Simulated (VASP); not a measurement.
Ge4P:

```
Ge P
1.0
    -3.02592    3.02592    3.02592
     3.02592   -3.02592    3.02592
     3.02592    3.02592   -3.02592
Ge P
4 1
Direct
  0.46453 0.46453 0.46453
  0.00000 0.00000 0.53547
  0.00000 0.53547 0.00000
  0.53547 0.00000 0.00000
  0.00000 0.00000 0.00000
```

The cell was generated, and may not be a known phase.

| Item | Value |
| --- | --- |
| Program | VASP 6.6.1 |
| Task | relaxation of cell and atoms |
| Functional | PBE |
| Potentials or basis | VASP PAW PBE potentials, release 64 (Ge_d, P) |
| Cutoff | 600 eV |
| k mesh | 10 × 10 × 10 |
| Occupations | gaussian, width 0.1 eV |
| Spin | no spin polarisation |

At the start: pressure -0.7 GPa; volume 22.16 Å³/atom.

**Question.** How do energy, volume and symmetry change on relaxing?

**Answer.** Over 8 steps the energy falls by 7.3 meV/atom and the volume is 21.46 Å³/atom (-3.2 %); space group I-43m (No. 217, to 0.1 Å) before and after.

Step by step:
```
step  energy change (eV)  largest force (eV/Å)  pressure (GPa)  volume (Å³)
   1              0.0000                0.1643           -0.68       110.82
   2             -0.0089                0.1690           -0.09       109.31
   3             -0.0117                0.1738            0.81       107.24
   4             -0.0167                0.1451            0.67       107.07
   5             -0.0264                0.0820            0.78       106.56
   6             -0.0315                0.0201            0.90       105.54
   7             -0.0357                0.0005           -0.33       107.94
   8             -0.0364                0.0056            0.00       107.28
```

Final structure:
```yaml
crystal:
  lattice:
    - [-2.99329, 2.99329, 2.99329]
    - [2.99329, -2.99329, 2.99329]
    - [2.99329, 2.99329, -2.99329]
  atoms:
    - { symbol: Ge, position: [0.48606, 0.48606, 0.48606] }
    - { symbol: Ge, position: [0.00000, 0.00000, 0.51394] }
    - { symbol: Ge, position: [0.00000, 0.51394, 0.00000] }
    - { symbol: Ge, position: [0.51394, 0.00000, 0.00000] }
    - { symbol: P, position: [0.00000, 0.00000, 0.00000] }
```

Caveat: an odd number of electrons without spin polarisation forces a metal; a magnetic or distorted state may lie lower.
